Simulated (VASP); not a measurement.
# Ir (Fm-3m) in VASP: single point with LDA

Aim: the single point of Ir with LDA.

All numbers are computed with VASP 6.6.1; they aren't measurements. Logs are shortened: lines on timing, memory, paths and dates and some standing lists are left out, and cuts for length are marked.

## 1. The cell of the first run

The structure is cubic, space group Fm-3m (No. 225). The conventional cell has a = 3.813 Å, b = 3.813 Å, c = 3.813 Å, α = 90.00°, β = 90.00°, γ = 90.00°. Within 3.6 Å of Ir (site symmetry m-3m) lie 12 Ir at 2.70 Å.

## 2. Single point, LDA

File INCAR:

```
PREC = Accurate
ENCUT = 500
EDIFF = 1E-6
ISMEAR = 0
SIGMA = 0.1
LREAL = False
LASPH = True
NELM = 120
ALGO = Normal
ISIF = 2
LWAVE = False
LCHARG = True
LELF = True
LVHAR = True
NBANDS = 14
GGA_COMPAT = False
```

File KPOINTS:

```
Automatic mesh
0
Gamma
  11 11 11
```

File POSCAR:

```
Ir
1.0
    0.0000000000      1.9063496893      1.9063496893
    1.9063496893      0.0000000000      1.9063496893
    1.9063496893      1.9063496893      0.0000000000
Ir
1
Direct
    0.0000000000      0.0000000000      0.0000000000
```

Potentials or basis: VASP PAW LDA potentials, release 64 (Ir_sv_GW).

Command:

```console
cat potpaw_LDA.64/Ir_sv_GW/POTCAR > POTCAR
mpirun -np 1 vasp_std > vasp.out
```

OUTCAR:

```text
PREC = Accurate
   ENCUT = 500
   EDIFF = 1E-6
   ISMEAR = 0
   LREAL = False
   LASPH = True
   NELM = 120
   ISIF = 2

 ion  position               nearest neighbor table
   1  0.000  0.000  0.000-

  LATTYP: Found a face centered cubic cell.
 ALAT       =     3.8126993786

  Lattice vectors:

 A1 = (   0.0000000000,   1.9063496893,   1.9063496893)
 A2 = (   1.9063496893,   0.0000000000,   1.9063496893)
 A3 = (   1.9063496893,   1.9063496893,   0.0000000000)

Analysis of symmetry for initial positions (statically):
=====================================================================
 Subroutine PRICEL returns:
 Original cell was already a primitive cell.

 Routine SETGRP: Setting up the symmetry group for a
 face centered cubic supercell.

 Subroutine GETGRP returns: Found 48 space group operations
 (whereof 48 operations were pure point group operations)
 out of a pool of 48 trial point group operations.

The static configuration has the point symmetry O_h .

Analysis of symmetry for dynamics (positions and initial velocities):
=====================================================================
 Subroutine PRICEL returns:
 Original cell was already a primitive cell.

 Routine SETGRP: Setting up the symmetry group for a
 face centered cubic supercell.

 Subroutine GETGRP returns: Found 48 space group operations
 (whereof 48 operations were pure point group operations)
 out of a pool of 48 trial point group operations.

The dynamic configuration has the point symmetry O_h .

 Subroutine INISYM returns: Found 48 space group operations
 (whereof 48 operations are pure point group operations),
 and found     1 'primitive' translations

----------------------------------------------------------------------------------------

                                     Primitive cell

  volume of cell :      13.8560

  direct lattice vectors                    reciprocal lattice vectors
     0.000000000  1.906349689  1.906349689    -0.262281366  0.262281366  0.262281366
     1.906349689  0.000000000  1.906349689     0.262281366 -0.262281366  0.262281366
     1.906349689  1.906349689  0.000000000     0.262281366  0.262281366 -0.262281366

  length of vectors
     2.695985585  2.695985585  2.695985585     0.454284651  0.454284651  0.454284651

  position of ions in fractional coordinates (direct lattice)
     0.000000000  0.000000000  0.000000000

  ion indices of the primitive-cell ions
   primitive index   ion index
                 1           1

----------------------------------------------------------------------------------------

 KPOINTS: Automatic mesh

Automatic generation of k-mesh.
 Grid dimensions read from file:
 generate k-points for:   11   11   11

 Generating k-lattice:

  Cartesian coordinates                     Fractional coordinates (reciprocal lattice)
    -0.023843761  0.023843761  0.023843761     0.090909091  0.000000000  0.000000000
     0.023843761 -0.023843761  0.023843761     0.000000000  0.090909091  0.000000000
     0.023843761  0.023843761 -0.023843761     0.000000000  0.000000000  0.090909091

  Length of vectors
     0.041298605  0.041298605  0.041298605

  Shift w.r.t. Gamma in fractional coordinates (k-lattice)
     0.000000000  0.000000000  0.000000000

 Subroutine IBZKPT returns following result:
 ===========================================

 Found     56 irreducible k-points:

 Following reciprocal coordinates:
            Coordinates               Weight
  0.000000  0.000000  0.000000      1.000000
  0.090909  0.000000  0.000000      8.000000
  0.181818  0.000000  0.000000      8.000000
  0.272727  0.000000  0.000000      8.000000
  0.363636  0.000000  0.000000      8.000000
  0.454545  0.000000  0.000000      8.000000
[... 16 lines left out ...]
 -0.272727  0.181818  0.000000     24.000000
 -0.181818  0.181818  0.000000     12.000000
 [... further k-points ...]
   k-points           NKPTS =     56   k-points in BZ     NKDIM =     56   number of bands    NBANDS=     14
   number of dos      NEDOS =    301   number of ions     NIONS =      1
   total plane-waves  NPLWV =   8000
   dimension x,y,z NGX =    20 NGY =   20 NGZ =   20
   dimension x,y,z NGXF=    40 NGYF=   40 NGZF=   40
   ions per type =               1
   NGX,Y,Z   is equivalent  to a cutoff of  12.33, 12.33, 12.33 a.u.
   NGXF,Y,Z  is equivalent  to a cutoff of  24.67, 24.67, 24.67 a.u.
 SYSTEM =  unknown system
   PREC   = accura    normal or accurate (medium, high low for compatibility)
   ISTART =      0    job   : 0-new  1-cont  2-samecut
   ICHARG =      2    charge: 1-file 2-atom 10-const
   ISPIN  =      1    spin polarized calculation?
   LNONCOLLINEAR =      F non collinear calculations
   LSORBIT =      F    spin-orbit coupling
   LASPH  =      T    aspherical Exc in radial PAW
   ENCUT  =  500.0 eV  36.75 Ry    6.06 a.u.   4.92  4.92  4.92*2*pi/ulx,y,z
   NELM   =    120;   NELMIN=  2; NELMDL= -5     # of ELM steps
   EDIFF  = 0.1E-05   stopping-criterion for ELM
   LREAL  =      F    real-space projection
   EDIFFG = 0.1E-04   stopping-criterion for IOM
   NSW    =      0    number of steps for IOM
   IBRION =     -1    ionic relax: 0-MD 1-quasi-New 2-CG
   NFREE  =      0    steps in history (QN), initial steepest desc. (CG)
   ISIF   =      2    stress and relaxation
   ISYM   =      2    0-nonsym 1-usesym 2-fastsym
   POTIM  = 0.5000    time-step for ionic-motion
   TEBEG  =    0.0;   TEEND  =   0.0 temperature during run
   PSTRESS=    0.0 pullay stress
   NELECT =      17.0000    total number of electrons
   NUPDOWN=      -1.0000    fix difference up-down
   EMIN   =  10.00;   EMAX   =-10.00  energy-range for DOS
   EFERMI =   0.00;   METHOD = LEGACY
   ISMEAR =     0;   SIGMA  =   0.10  broadening in eV -4-tet -1-fermi 0-gaus
   EFERMI_NEDOS =   21; number of points for ismear=-14 and -15
   IALGO  =     38    algorithm
   IMIX   =      4    mixing-type and parameters
     AMIX     =   0.40;   BMIX     =  1.00
     AMIX_MAG =   1.60;   BMIX_MAG =  1.00
  volume/ion in A,a.u.               =      13.86        93.50
  Fermi-wavevector in a.u.,A,eV,Ry     =   1.752583  3.311901 41.790932  3.071547
  Thomas-Fermi vector in A             =   2.822885
   LORBIT       =      0    0 simple, 1 ext, 2 COOP (PROOUT), +10 PAW based schemes
   GGA     = CA    functional components
   LHFCALC =     F    Hartree Fock is set to
   AEXX    =    0.0000 exact exchange contribution
   IVDW    =     0    specifies the selected vdW correction
   LEPSILON=     F    determine dielectric tensor
   LRPA    =     F    only Hartree local field effects (RPA)
 non-spin polarized calculation
 Gauss-broadening in eV      SIGMA  =   0.10
  energy-cutoff  :      500.00
  volume of cell :       13.86
 maximum number of plane-waves:       360
   NGX =  9   NGY =  9   NGZ =  9

 number of electron      17.0000000 magnetization

 Free energy of the ion-electron system (eV)
  ---------------------------------------------------
  ext. energy  EPLUGINS =         0.00000000
  ---------------------------------------------------
  free energy    TOTEN  =       -10.87428165 eV

  energy without entropy =      -10.86526518  energy(sigma->0) =      -10.86977342

 E-fermi :  12.9962     XC(G=0): -14.9183

 val. band max:       12.9926637472   @ k =   0.2727   0.2727   0.0000
 cond. band min:      13.0159796969   @ k =   0.3636   0.2727   0.0000
 fundamental gap:      0.0233159497
 Fermi energy:        12.9961539322

 k-point     1 :       0.0000    0.0000    0.0000
  band No.  band energies     occupation
      1     -79.5106      2.00000
      2     -36.1760      2.00000
      3     -36.1760      2.00000
      4     -36.1760      2.00000
      5       1.7651      2.00000
      6       9.0320      2.00000
      7       9.0320      2.00000
      8       9.0320      2.00000
      9      11.8484      2.00000
     10      11.8484      2.00000
     11      26.6500      0.00000
     12      32.2466      0.00000
     13      32.2466      0.00000
     14      32.2466      0.00000

 k-point     2 :       0.0909    0.0000    0.0000
  band No.  band energies     occupation
      1     -79.5046      2.00000
      2     -36.2467      2.00000
      3     -36.1853      2.00000
      4     -36.1853      2.00000
      5       2.1392      2.00000
      6       8.8386      2.00000
      7       9.1887      2.00000
      8       9.1887      2.00000
      9      11.7489      2.00000
     10      11.7489      2.00000
     11      27.2958      0.00000
     12      30.7985      0.00000
     13      32.8817      0.00000
     14      32.8817      0.00000

 k-point     3 :       0.1818    0.0000    0.0000
  band No.  band energies     occupation
      1     -79.4893      2.00000
      2     -36.4360      2.00000
      3     -36.2116      2.00000
      4     -36.2116      2.00000
      5       3.1358      2.00000
      6       8.4944      2.00000
      7       9.4749      2.00000
      8       9.4749      2.00000
      9      11.6936      2.00000
     10      11.6936      2.00000
     11      28.2013      0.00000
     12      29.0640      0.00000
     13      34.6574      0.00000
     14      34.6574      0.00000

 k-point     4 :       0.2727    0.0000    0.0000
  band No.  band energies     occupation
      1     -79.4689      2.00000
      2     -36.6769      2.00000
      3     -36.2461      2.00000
      4     -36.2461      2.00000
      5       4.2460      2.00000
      6       8.6763      2.00000
      7       9.4485      2.00000
      8       9.4485      2.00000
      9      12.2072      2.00000
     10      12.2072      2.00000
     11      26.0454      0.00000
     12      29.3349      0.00000
     13      36.9449      0.00000
     14      36.9454      0.00000

 k-point     5 :       0.3636    0.0000    0.0000
  band No.  band energies     occupation
      1     -79.4500      2.00000
      2     -36.8941      2.00000
      3     -36.2769      2.00000
      4     -36.2769      2.00000
      5       4.7243      2.00000
      6       9.1705      2.00000
      7       9.1705      2.00000
      8      10.0954      2.00000
      9      13.1586      0.02161
     10      13.1586      0.02161
     11      23.4964      0.00000
[... 276 lines left out ...]
 k-point    22 :      -0.3636    0.1818    0.0000
  band No.  band energies     occupation
      1     -79.4319      2.00000
      2     -36.9131      2.00000
      3     -36.4848      2.00000
      4     -36.3181      2.00000
      5       5.9362      2.00000
      6       8.1774      2.00000
      7       9.4739      2.00000
      8       9.9485      2.00000
      9      12.9032      1.81141
     10      16.5761      0.00000
     11      21.9362      0.00000
     12      28.2989      0.00000
     13      29.9811      0.00000
     14      33.6442      0.00000

 k-point    23 :      -0.2727    0.1818    0.0000
  band No.  band energies     occupation
      1     -79.4444      2.00000
      2     -36.7971      2.00000
      3     -36.4574      2.00000
      4     -36.2772      2.00000
      5       5.9059      2.00000
      6       8.1954      2.00000
      7       8.7081      2.00000
      8      10.1475      2.00000
      9      11.6419      2.00000
     10      15.2411      0.00000
     11      24.9542      0.00000
     12      29.1647      0.00000
     13      30.4420      0.00000
     14      35.2091      0.00000

 k-point    24 :      -0.1818    0.1818    0.0000
  band No.  band energies     occupation
      1     -79.4619      2.00000
      2     -36.6544      2.00000
      3     -36.3803      2.00000
      4     -36.2389      2.00000
      5       5.0204      2.00000
      6       7.8426      2.00000
      7       9.2211      2.00000
      8      10.5003      2.00000
      9      10.5802      2.00000
     10      13.7711      0.00000
     11      27.1747      0.00000
     12      30.4517      0.00000
     13      32.2525      0.00000
     14      32.9309      0.00000

 [... further k-points ...]

------------------------ aborting loop because EDIFF is reached ----------------------------------------

  FORCE on cell =-STRESS in cart. coord.  units (eV):
  Direction    XX          YY          ZZ          XY          YZ          ZX
  --------------------------------------------------------------------------------------
  -------------------------------------------------------------------------------------
  Total       -0.1479904     -0.1479904     -0.1479904     -0.0000000      0.0000000     -0.0000000
  in kB      -17.1122180    -17.1122180    -17.1122180     -0.0000000      0.0000000     -0.0000000
  external PRESSURE =     -17.1122180 kB  Pullay stress =       0.0000000 kB

 VOLUME and BASIS-vectors are now :
 -----------------------------------------------------------------------------
  energy-cutoff  :      500.00
  volume of cell :       13.86
      direct lattice vectors                 reciprocal lattice vectors
     0.000000000  1.906349689  1.906349689    -0.262281366  0.262281366  0.262281366
     1.906349689  0.000000000  1.906349689     0.262281366 -0.262281366  0.262281366
     1.906349689  1.906349689  0.000000000     0.262281366  0.262281366 -0.262281366

 POSITION                                       TOTAL-FORCE (eV/Angst)
 -----------------------------------------------------------------------------------
      0.00000      0.00000      0.00000         0.000000      0.000000      0.000000
 -----------------------------------------------------------------------------------
    total drift:                               -0.000000     -0.000000     -0.000000

  FREE ENERGIE OF THE ION-ELECTRON SYSTEM (eV)
  ---------------------------------------------------
  free  energy   TOTEN  =       -10.8742816523 eV

  energy  without entropy=      -10.8652651784  energy(sigma->0) =      -10.86977342
```

It took 16 s on 1 thread of AMD EPYC, shared host; peak memory 0.1 GiB.

Results:

- Free energy: -10.8743 eV
- Pressure: -1.7 GPa
- Band gap on the k mesh: zero (an odd number of electrons rules out a gap without spin polarisation)

Levels at points of the mesh, in eV from the Fermi level:
```
           k point  band 4  band 5  band 6  band 7  band 8  band 9  band 10  band 11  band 12  band 13
(0.00, 0.00, 0.00)  -49.17  -11.23   -3.96   -3.96   -3.96   -1.15    -1.15    13.65    19.25    19.25
```

Caveat: spin-orbit coupling is left out, which moves the levels of the heavy elements.

The gap in the log of VASP goes by the Fermi energy; the results here count the filled bands.